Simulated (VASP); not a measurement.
Write the native input for VASP 6.6.1 that does the following.

```
Task                   : single point
Functional             : PBE
Potentials or basis    : VASP PAW PBE potentials, release 64 (Li_sv, H)
Cutoff                 : 520 eV
k mesh                 : 10 × 10 × 10
Occupations            : gaussian, width 0.02 eV
Spin                   : no spin polarisation
Dipole correction      : no
Further INCAR settings : ALGO = Normal; EDIFF = 1e-07; NBANDS = 9
```

The structure of LiH lies in POSCAR:

```
LiH
1.0
    2.6582380524      0.0000000000      0.0000000000
    0.0000000000      2.6582380524      0.0000000000
    0.0000000000      0.0000000000      2.6582380524
Li H
1 1
Direct
    0.0000000000      0.0000000000      0.0000000000
    0.5000000000      0.5000000000      0.5000000000
```

This cell differs from its parent crystal: Na replaced by Li, lengths x 0.884, strained.

The input as run:

INCAR

```
ALGO     = Normal         # electronic algorithm
EDIFF    = 1E-7           # SCF threshold, eV
ENCUT    = 520            # plane-wave cutoff, eV
GGA      = PE             # functional
ISIF     = 2              # what is computed and relaxed
ISMEAR   = 0              # smearing method
LASPH    = True           # aspherical terms in the spheres
LCHARG   = False          # write CHGCAR
LREAL    = False          # projectors in reciprocal space
LWAVE    = False          # write WAVECAR
NBANDS   = 9              # bands
NELM     = 60             # most SCF steps
PREC     = Accurate       # precision mode
SIGMA    = 0.02           # smearing width, eV
```

KPOINTS

```
k-points
0
Gamma
  10 10 10
```

Potentials or basis: VASP PAW PBE potentials, release 64 (Li_sv, H).

Launch:

```sh
$ cat potpaw_PBE.64/Li_sv/POTCAR potpaw_PBE.64/H/POTCAR > POTCAR
$ mpirun -np 1 vasp_std > vasp.out
```

Results of the run:

The band gap on the k mesh is 0.79 eV, indirect (least direct gap 4.07 eV).

Caveat: the cell differs from its parent crystal (Na replaced by Li, lengths x 0.884, strained).

Wall time 6 s on 1 thread of AMD EPYC 7R43 64-Core Processor (Zen 3) (shared host), peak memory 0.08 GiB.
